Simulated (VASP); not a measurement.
# Mo11P9 in VASP: single point with PBE

Aim: the single point of Mo11P9 with PBE.

All numbers are computed with VASP 6.6.1; they aren't measurements. Logs are shortened: lines on timing, memory, paths and dates and some standing lists are left out, and cuts for length are marked.

## (1) The cell of the first run

The cell holds a disordered packing, 20 atoms: a = 6.116 Å, b = 7.080 Å, c = 7.101 Å, α = 89.46°, β = 89.75°, γ = 89.87°.

## (2) Single point, PBE

INCAR

```
SYSTEM = Mo11P9
ALGO = Normal
EDIFF = 1E-7
ENCUT = 520
GGA = PE
ISIF = 2
ISMEAR = 0
ISYM = 0
LASPH = .True.
LCHARG = .True.
LELF = .True.
LREAL = Auto
LVHAR = .True.
LWAVE = .False.
NBANDS = 116
NELM = 80
PREC = Accurate
SIGMA = 0.1
```

KPOINTS

```
k-points
0
Gamma
  4 3 3
  0 0 0
```

POSCAR

```
Mo11P9
1.0
    6.1160080813     -0.0034707381      0.0309574417
    0.0204575096      7.0802903982      0.0340750670
   -0.0055325154      0.0325219268      7.1012414348
Mo P
11 9
Direct
    0.6389872698      0.8350582289      0.1984444325
    0.6899872654      0.4540613805      0.9546241462
    0.2991140509      0.5960803756      0.2447204052
    0.5459776714      0.2302070174      0.3121758636
    0.0270992276      0.2472928129      0.3668945659
    0.1768382078      1.0000885796      0.1173141136
    0.3258622696      0.9369316199      0.5008196081
    0.4993371867      0.0748464988      0.8721919791
    0.0634312740      0.2415065310      0.7772390841
    0.5984852028      0.5942916941      0.5404758625
    0.7976778076      0.9581941406      0.5734012118
    0.3040718031      0.3276600916      0.0400690531
    0.2894551624      0.4013882987      0.5511712827
    0.1266871462      0.8925790780      0.7945619512
    0.8211118165      0.1319752741      0.0737646392
    1.0067988410      0.7937913325      0.3454297316
    0.8022278384      0.5134875941      0.2660352854
    0.0726918411      0.5625959041      0.9311121981
    0.6425924013      0.7674430631      0.8290703185
    0.6969669260      0.2779644980      0.6419230712
```

Potentials or basis: VASP PAW PBE potentials, release 64 (Mo_sv, P).

Run with:

```sh
cat potpaw_PBE.64/Mo_sv/POTCAR potpaw_PBE.64/P/POTCAR > POTCAR
mpirun -np 1 vasp_std > vasp.out
```

OUTCAR:

```text
SYSTEM = Mo11P9
   EDIFF = 1E-7
   ENCUT = 520
   GGA = PE
   ISIF = 2
   ISMEAR = 0
   ISYM = 0
   LASPH = .True.
   LREAL = Auto
   NELM = 80
   PREC = Accurate

 ion  position               nearest neighbor table
   1  0.639  0.835  0.198-  16 2.50  17 2.53  15 2.53  19 2.67   3 2.70  10 2.96   7 2.96   4 2.97
                            11 2.98   8 2.99   6 3.11   2 3.23
   2  0.690  0.454  0.955-  17 2.36  19 2.40  18 2.47  15 2.55  20 2.56  12 2.59   8 2.99   9 3.01
                             4 3.11  10 3.15   1 3.23   3 3.31
   3  0.299  0.596  0.245-  16 2.38  12 2.40  13 2.57  18 2.64   1 2.70  10 2.79   4 3.03   7 3.04
                             6 3.08   5 3.10  17 3.10  17 3.13   2 3.31
   4  0.546  0.230  0.312-  15 2.48  12 2.53  20 2.55  17 2.57  13 2.61   7 2.80   1 2.97   5 2.97
                             3 3.03  10 3.08  11 3.08   2 3.11   6 3.12   5 3.20   8 3.34
   5  0.027  0.247  0.367-  13 2.35  17 2.43  15 2.58   6 2.66  20 2.81  11 2.87  12 2.92   9 2.92
                             4 2.97   7 3.00   3 3.10   4 3.20  16 3.22
   6  0.177  0.000  0.117-  15 2.39  16 2.41  14 2.44  12 2.50   5 2.66   8 2.68   7 2.91   9 3.03
                             3 3.08   1 3.11   4 3.12
   7  0.326  0.937  0.501-  14 2.43  16 2.47   4 2.80   6 2.91  11 2.94  10 2.95   1 2.96   5 3.00
                             8 3.02   3 3.04  11 3.27   9 3.33
   8  0.499  0.075  0.872-  19 2.37  12 2.46  15 2.47  20 2.48   6 2.68  14 2.68  11 2.92   1 2.99
                             9 2.99   2 2.99   7 3.02   4 3.34
   9  0.063  0.242  0.777-  13 2.39  20 2.45  12 2.46  14 2.50  18 2.53  15 2.68   5 2.92  11 2.98
                             8 2.99   2 3.01   6 3.03   7 3.33
  10  0.598  0.594  0.540-  13 2.34  17 2.38  19 2.41  20 2.42   3 2.79  11 2.86   7 2.95   1 2.96
                             4 3.08   2 3.15  16 3.18
  11  0.798  0.958  0.573-  16 2.37  20 2.40  19 2.44  14 2.60  10 2.86   5 2.87   8 2.92   7 2.94
                             9 2.98   1 2.98   4 3.08   7 3.27
  12  0.304  0.328  0.040-  18 2.31   3 2.40   8 2.46   9 2.46   6 2.50   4 2.53   2 2.59   5 2.92

  13  0.289  0.401  0.551-  10 2.34   5 2.35   9 2.39   3 2.57   4 2.61  20 2.72
  14  0.127  0.893  0.795-   7 2.43   6 2.44   9 2.50  18 2.54  11 2.60   8 2.68
  15  0.821  0.132  0.074-   6 2.39   8 2.47   4 2.48   1 2.53   2 2.55   5 2.58   9 2.68
  16  0.007  0.794  0.345-  11 2.37   3 2.38   6 2.41  17 2.42   7 2.47   1 2.50  10 3.18   5 3.22

  17  0.802  0.513  0.266-   2 2.36  10 2.38  16 2.42   5 2.43   1 2.53   4 2.57  18 2.91   3 3.10
                             3 3.13
  18  0.073  0.563  0.931-  12 2.31   2 2.47   9 2.53  14 2.54   3 2.64  17 2.91
  19  0.643  0.767  0.829-   8 2.37   2 2.40  10 2.41  11 2.44   1 2.67
  20  0.697  0.278  0.642-  11 2.40  10 2.42   9 2.45   8 2.48   4 2.55   2 2.56  13 2.72   5 2.81

IMPORTANT INFORMATION: All symmetrisations will be switched off!
NOSYMM: (Re-)initialisation of all symmetry stuff for point group C_1.

----------------------------------------------------------------------------------------

                                     Primitive cell

  volume of cell :     307.5008

  direct lattice vectors                    reciprocal lattice vectors
     6.116008081 -0.003470738  0.030957442     0.163504419 -0.000473047  0.000129551
     0.020457510  7.080290398  0.034075067     0.000083425  0.141240016 -0.000646779
    -0.005532515  0.032521927  7.101241435    -0.000713188 -0.000675673  0.140822987

  length of vectors
     6.116087414  7.080401948  7.101318061     0.163505155  0.141241522  0.140826414

  position of ions in fractional coordinates (direct lattice)
     0.638987270  0.835058229  0.198444432
     0.689987265  0.454061381  0.954624146
     0.299114051  0.596080376  0.244720405
     0.545977671  0.230207017  0.312175864
     0.027099228  0.247292813  0.366894566
     0.176838208  0.000088580  0.117314114
[... 12 lines left out ...]
     0.642592401  0.767443063  0.829070319
     0.696966926  0.277964498  0.641923071

  ion indices of the primitive-cell ions
   primitive index   ion index
                 1           1
                 2           2
                 3           3
                 4           4
                 5           5
                 6           6
[... 12 lines left out ...]
                19          19
                20          20

----------------------------------------------------------------------------------------

 KPOINTS: k-points

Automatic generation of k-mesh.
 Grid dimensions read from file:
 generate k-points for:    4    3    3

 Generating k-lattice:

  Cartesian coordinates                     Fractional coordinates (reciprocal lattice)
     0.040876105 -0.000118262  0.000032388     0.250000000  0.000000000 -0.000000000
     0.000027808  0.047080005 -0.000215593     0.000000000  0.333333333 -0.000000000
    -0.000237729 -0.000225224  0.046940996    -0.000000000  0.000000000  0.333333333

  Length of vectors
     0.040876289  0.047080507  0.046942138

  Shift w.r.t. Gamma in fractional coordinates (k-lattice)
     0.000000000  0.000000000  0.000000000

 Subroutine IBZKPT returns following result:
 ===========================================

 Found     19 irreducible k-points:

 Following reciprocal coordinates:
            Coordinates               Weight
  0.000000  0.000000  0.000000      1.000000
  0.250000  0.000000  0.000000      2.000000
  0.500000  0.000000  0.000000      1.000000
 -0.000000  0.333333 -0.000000      2.000000
  0.250000  0.333333 -0.000000      2.000000
  0.500000  0.333333 -0.000000      2.000000
[... 11 lines left out ...]
  0.500000 -0.333333  0.333333      2.000000
 -0.250000 -0.333333  0.333333      2.000000
   k-points           NKPTS =     19   k-points in BZ     NKDIM =     19   number of bands    NBANDS=    116
   number of dos      NEDOS =    301   number of ions     NIONS =     20
   total plane-waves  NPLWV = 139968
   dimension x,y,z NGX =    48 NGY =   54 NGZ =   54
   dimension x,y,z NGXF=    96 NGYF=  108 NGZF=  108
   ions per type =              11   9
   NGX,Y,Z   is equivalent  to a cutoff of  13.05, 12.68, 12.64 a.u.
   NGXF,Y,Z  is equivalent  to a cutoff of  26.09, 25.36, 25.28 a.u.
 SYSTEM =  Mo11P9
   PREC   = accura    normal or accurate (medium, high low for compatibility)
   ISTART =      0    job   : 0-new  1-cont  2-samecut
   ICHARG =      2    charge: 1-file 2-atom 10-const
   ISPIN  =      1    spin polarized calculation?
   LNONCOLLINEAR =      F non collinear calculations
   LSORBIT =      F    spin-orbit coupling
   LASPH  =      T    aspherical Exc in radial PAW
   ENCUT  =  520.0 eV  38.22 Ry    6.18 a.u.  11.37 13.16 13.20*2*pi/ulx,y,z
   NELM   =     80;   NELMIN=  2; NELMDL= -5     # of ELM steps
   EDIFF  = 0.1E-06   stopping-criterion for ELM
   LREAL  =      T    real-space projection
   EDIFFG = 0.1E-05   stopping-criterion for IOM
   NSW    =      0    number of steps for IOM
   IBRION =     -1    ionic relax: 0-MD 1-quasi-New 2-CG
   NFREE  =      0    steps in history (QN), initial steepest desc. (CG)
   ISIF   =      2    stress and relaxation
   ISYM   =      0    0-nonsym 1-usesym 2-fastsym
   POTIM  = 0.5000    time-step for ionic-motion
   TEBEG  =    0.0;   TEEND  =   0.0 temperature during run
   PSTRESS=    0.0 pullay stress
   NELECT =     199.0000    total number of electrons
   NUPDOWN=      -1.0000    fix difference up-down
   EMIN   =  10.00;   EMAX   =-10.00  energy-range for DOS
   EFERMI =   0.00;   METHOD = LEGACY
   ISMEAR =     0;   SIGMA  =   0.10  broadening in eV -4-tet -1-fermi 0-gaus
   EFERMI_NEDOS =   21; number of points for ismear=-14 and -15
   IALGO  =     38    algorithm
   IMIX   =      4    mixing-type and parameters
     AMIX     =   0.40;   BMIX     =  1.00
     AMIX_MAG =   1.60;   BMIX_MAG =  1.00
  volume/ion in A,a.u.               =      15.38       103.76
  Fermi-wavevector in a.u.,A,eV,Ry     =   1.416045  2.675937 27.282182  2.005184
  Thomas-Fermi vector in A             =   2.537420
   LORBIT       =      0    0 simple, 1 ext, 2 COOP (PROOUT), +10 PAW based schemes
   GGA     = PE    functional components
   LHFCALC =     F    Hartree Fock is set to
   AEXX    =    0.0000 exact exchange contribution
   IVDW    =     0    specifies the selected vdW correction
   LEPSILON=     F    determine dielectric tensor
   LRPA    =     F    only Hartree local field effects (RPA)
 non-spin polarized calculation
 Gauss-broadening in eV      SIGMA  =   0.10
  energy-cutoff  :      520.00
  volume of cell :      307.50
 maximum number of plane-waves:      8297
 NGX is ok and might be reduce to    48
   NGX = 23   NGY = 27   NGZ = 27

 number of electron     198.9999996 magnetization

 Free energy of the ion-electron system (eV)
  ---------------------------------------------------
  ext. energy  EPLUGINS =         0.00000000
  ---------------------------------------------------
  free energy    TOTEN  =      -173.78811048 eV

  energy without entropy =     -173.71252064  energy(sigma->0) =     -173.75031556

 E-fermi :  10.9179     XC(G=0): -12.3094

 val. band max:       10.9102034542   @ k =   0.2500  -0.3333   0.3333
 cond. band min:      10.9207284889   @ k =   0.0000   0.0000   0.0000
 fundamental gap:      0.0105250347
 Fermi energy:        10.9179090416

 k-point     1 :       0.0000    0.0000    0.0000
  band No.  band energies     occupation
      1     -50.1497      2.00000
      2     -50.1142      2.00000
      3     -50.0863      2.00000
      4     -50.0565      2.00000
      5     -50.0402      2.00000
      6     -50.0301      2.00000
[... 103 lines left out ...]
    110      12.4048      0.00000
    111      12.5303      0.00000

 k-point     2 :       0.2500    0.0000    0.0000
  band No.  band energies     occupation
      1     -50.1448      2.00000
      2     -50.1185      2.00000
      3     -50.0873      2.00000
      4     -50.0547      2.00000
      5     -50.0399      2.00000
      6     -50.0322      2.00000
[... 1930 lines left out ...]
 k-point    19 :      -0.2500   -0.3333    0.3333
  band No.  band energies     occupation
      1     -50.1401      2.00000
      2     -50.1172      2.00000
      3     -50.0944      2.00000
      4     -50.0565      2.00000
      5     -50.0398      2.00000
      6     -50.0305      2.00000
[... 103 lines left out ...]
    110      12.3615      0.00000
    111      12.5288      0.00000
 [bands above 111 left out]

------------------------ aborting loop because EDIFF is reached ----------------------------------------

  FORCE on cell =-STRESS in cart. coord.  units (eV):
  Direction    XX          YY          ZZ          XY          YZ          ZX
  --------------------------------------------------------------------------------------
  -------------------------------------------------------------------------------------
  Total        0.4393780      0.3702803      0.3993803      0.1398160     -0.0343615     -0.0648811
  in kB        2.2892992      1.9292784      2.0808986      0.7284857     -0.1790343     -0.3380513
  external PRESSURE =       2.0998254 kB  Pullay stress =       0.0000000 kB

 VOLUME and BASIS-vectors are now :
 -----------------------------------------------------------------------------
  energy-cutoff  :      520.00
  volume of cell :      307.50
      direct lattice vectors                 reciprocal lattice vectors
     6.116008081 -0.003470738  0.030957442     0.163504419 -0.000473047  0.000129551
     0.020457510  7.080290398  0.034075067     0.000083425  0.141240016 -0.000646779
    -0.005532515  0.032521927  7.101241435    -0.000713188 -0.000675673  0.140822987

 POSITION                                       TOTAL-FORCE (eV/Angst)
 -----------------------------------------------------------------------------------
      3.92404      5.91669      1.45744         0.007145      0.004110     -0.011374
      4.22398      3.24354      6.81585         0.011445     -0.012336      0.007652
      1.84022      4.22734      1.76739        -0.019673     -0.028709     -0.009865
      3.34219      1.63819      2.24158         0.001598      0.009775     -0.000133
      0.16877      1.76274      2.61467        -0.005998      0.003398     -0.016737
      1.08090      0.00383      0.83855        -0.005503     -0.000732      0.000690
[... 12 lines left out ...]
      3.94121      5.45845      5.93347        -0.001245      0.000959     -0.003409
      4.26479      1.98653      4.58950         0.000232     -0.003732      0.009324
 -----------------------------------------------------------------------------------
    total drift:                                0.000684     -0.004318     -0.003241

  FREE ENERGIE OF THE ION-ELECTRON SYSTEM (eV)
  ---------------------------------------------------
  free  energy   TOTEN  =      -173.7881104791 eV

  energy  without entropy=     -173.7125206367  energy(sigma->0) =     -173.75031556
```

Wall time 21 min (1 thread of Intel Xeon Platinum 8488C (Sapphire Rapids), shared host); peak memory 0.61 GiB.

What came out:

| Property | Result |
| --- | --- |
| Free energy | -173.7881 eV |
| Pressure | 0.2 GPa |
| Largest force | 0.053 eV/Å |
| Band gap on the k mesh | zero (an odd number of electrons rules out a gap without spin polarisation) |

Forces in eV/Å, atoms in the order of the input:
```
Mo   0.007  0.004 -0.011
Mo   0.011 -0.012  0.008
Mo  -0.020 -0.029 -0.010
Mo   0.002  0.010  0.000
Mo  -0.006  0.003 -0.017
Mo  -0.006 -0.001  0.001
Mo  -0.002  0.000  0.025
Mo   0.008  0.005  0.000
Mo  -0.002  0.011 -0.006
Mo   0.015 -0.011 -0.001
Mo  -0.007  0.019  0.038
P   -0.033  0.036 -0.018
P   -0.004  0.004  0.000
P   -0.001 -0.007 -0.010
P    0.004  0.003 -0.001
P   -0.001 -0.008 -0.025
P    0.003  0.018  0.015
P    0.031 -0.043  0.007
P   -0.001  0.001 -0.003
P    0.000 -0.004  0.009
```

Caveat: the atoms stand as in a frame of molecular dynamics.
